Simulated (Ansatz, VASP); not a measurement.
# One calculation of Mo, two programs

```
CELL_PARAMETERS angstrom
-1.68883 1.57100 1.57100
1.68883 -1.57100 1.57100
1.68883 1.57100 -1.57100
ATOMIC_POSITIONS crystal
Mo 0.00000 0.00000 0.00000
```

Change from the starting cell: strain +0.0750 x Voigt [1, 0, 0, 0, 0, 0], atoms carried along.

Alike in both runs: task single point; functional PBE; k mesh 22 × 22 × 22; occupations gaussian, width 0.15 eV; no spin polarisation.

|  | VASP | Ansatz |
| --- | --- | --- |
| version | VASP 6.6.1 | Ansatz 0.2.0 |
| potentials or method | VASP PAW PBE potentials, release 64 (Mo_sv), cutoff 520 eV | scalar-relativistic, plane waves, PAW |
| valence electrons in the cell | 14 | 14 |

Ansatz gave:

* gap on the k mesh at the Fermi level (eV): none
* pressure (GPa): -12.0
* traceless stress, the component that is largest in VASP (GPa): -11.60

**Question.** What did VASP give for the same quantities?

**Answer.** gap on the k mesh at the Fermi level (eV): none; pressure (GPa): -11.5; traceless stress, the component that is largest in VASP (GPa): -11.59.

A gap of «none» marks a metal or a gap that the smearing closes.
